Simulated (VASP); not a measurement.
Here is a VASP 6.6.1 calculation.

File INCAR:

```
PREC = Accurate ; ENCUT = 520
EDIFF = 1E-7 ; ISMEAR = 0
SIGMA = 0.05 ; LREAL = F
LASPH = T ; NELM = 80
ALGO = Normal ; ISIF = 2
LWAVE = F ; LCHARG = T
LDIPOL = T ; IDIPOL = 3
DIPOL = 0.5 0.5 0.500 ; GGA = PE
IVDW = 12 ; LELF = T
LVHAR = T ; LVACPOTAV = T
NBANDS = 12
```

Contents of KPOINTS:

```
regular mesh
0
Gamma
  12 12 1
```

File POSCAR:

```
Sb
1.0
    4.0650359194     -0.0000000029      0.0000000000
   -2.0325179572      3.5204243750      0.0000000000
    0.0000000000      0.0000000000     21.5290000108
Sb
2
Direct
    0.3333333333      0.6666666667      0.5383537666
    0.6666666667      0.3333333333      0.4616462334
```

Potentials or basis: VASP PAW PBE potentials, release 64 (Sb).

Launch:

```sh
$ cat potpaw_PBE.64/Sb/POTCAR > POTCAR
$ mpirun -np 1 vasp_std > vasp.out
```

(1) Estimate the dispersion energy per atom.

(2) Predict the band gap on the k mesh.

(3) What does it give for the largest force?

## Answers

(1) -0.237 eV.

(2) 1.18 eV, indirect (least direct gap 1.64 eV).

(3) 0.089 eV/Å.

Caveat: spin-orbit coupling is left out, which moves the levels of the heavy elements.
